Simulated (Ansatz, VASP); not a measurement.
# One calculation of SnTe, two programs

```
Sn Te
1.0
     0.00000    3.31433    3.31433
     3.31433    0.00000    3.31433
     3.31433    3.31433    0.00000
Sn Te
1 1
Cartesian
  0.0000 0.0000 0.0000
  3.3143 3.3143 3.3143
```

Change from the starting cell: strain +0.050 along x and y, +0.050 along z, atoms carried along.

Alike in both runs: task single point; functional PBE; k mesh 10 × 10 × 10; occupations gaussian, width 0.03 eV; no spin polarisation.

```csv
,VASP,Ansatz
version,VASP 6.6.1,Ansatz 0.2.0
potentials or method,"VASP PAW PBE potentials, release 64 (Sn_d, Te), cutoff 520 eV","scalar-relativistic, plane waves, PAW"
valence electrons in the cell,20,30
```

|  | VASP | Ansatz | Ansatz less VASP |
| --- | --- | --- | --- |
| gap on the k mesh at the Fermi level (eV) | 0.30 | 0.30 | +0.001 |
| least direct gap on the mesh (eV) | 0.30 | 0.30 | +0.001 |
| pressure (GPa) | -3.3 | -3.3 | +0.05 |

VASP's potentials hold 20 valence electrons a cell and Ansatz's 30, so a difference there can come from the potentials and not from the codes.

Neither program's run includes spin-orbit coupling.
